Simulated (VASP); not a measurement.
Write the native input for VASP 6.6.1 that does the following.

- Task: single point
- Functional: PBE
- Potentials or basis: VASP PAW PBE potentials, release 64 (Na_pv, Nb_sv, O)
- Cutoff: 520 eV
- k mesh: 3 × 3 × 4
- Occupations: gaussian, width 0.1 eV
- Spin: collinear spin
- Starting moments: [0.03, 0.85, 0.02, -0.15, -0.04, -0.04, -0.04, -0.19] μB
- Dipole correction: no
- Further INCAR settings: ALGO = Normal; EDIFF = 1e-06; NBANDS = 46

The structure of NaNb2O5 lies in POSCAR:

```
NaNb2O5
1.0
    7.3583562900      0.0000000000      0.0000000000
   -3.6791781400      6.3725234700      0.0000000000
    0.0000000000      0.0000000000      4.4281500200
Na Nb O
1 2 5
Direct
    0.0000000000      0.0000000000      0.0000000000
    0.3333333300      0.6666666700      0.5000000000
    0.6666666700      0.3333333300      0.5000000000
    0.3333333300      0.6666666700      0.0000000000
    0.9450767000      0.4725383500      0.5000000000
    0.5274616500      0.4725383500      0.5000000000
    0.5274616500      0.0549233000      0.5000000000
    0.6666666700      0.3333333300      0.0000000000
```

The cell was generated, and may not be a known phase.

These files were run (other wordings do the same):

INCAR

```
PREC     = Accurate       # precision mode
ENCUT    = 520            # plane-wave cutoff, eV
EDIFF    = 1E-6           # SCF threshold, eV
ISMEAR   = 0              # smearing method
SIGMA    = 0.1            # smearing width, eV
LREAL    = False          # projectors in reciprocal space
LASPH    = True           # aspherical terms in the spheres
NELM     = 150            # most SCF steps
ALGO     = Normal         # electronic algorithm
ISIF     = 2              # what is computed and relaxed
LWAVE    = False          # write WAVECAR
LCHARG   = False          # write CHGCAR
ISPIN    = 2              # spin polarisation
MAGMOM   = 0.03 0.85 0.02 -0.15 -0.04 -0.04 -0.04 -0.19 # initial moments
LORBIT   = 11             # projections on sites
LMAXMIX  = 4              # l up to which the mixer works
GGA      = PE             # functional
NBANDS   = 46             # bands
```

KPOINTS

```
Automatic mesh
0
Gamma
  3 3 4
```

Potentials or basis: VASP PAW PBE potentials, release 64 (Na_pv, Nb_sv, O).

Launch:

```bash
$ cat potpaw_PBE.64/Na_pv/POTCAR potpaw_PBE.64/Nb_sv/POTCAR potpaw_PBE.64/O/POTCAR > POTCAR
$ mpirun -np 1 vasp_std > vasp.out
```

It gave:

```
Pressure                                              : -8.4 GPa
Largest force                                         : 6.292 eV/Å
Band gap on the k mesh                                : zero (filled and empty bands overlap)
Net moment                                            : 1.00 μB per cell
Site moments                                          : Na +0.01; Nb +1.07, +0.04; O -0.13, -0.04, -0.15 (each value once) μB
Valence electrons inside the program's atomic spheres : Na 5.96; Nb 10.11, 10.75; O 4.85, 5.01, 4.90 (each value once)
```

Caveat: the stress differs along the axes, from -19 to -3 GPa; forces of over 1 eV/Å act on the atoms, so gaps and moduli don't describe the material at rest.

It took 12 min on 1 thread of Intel Xeon 8259CL (shared host), peak memory 0.49 GiB.
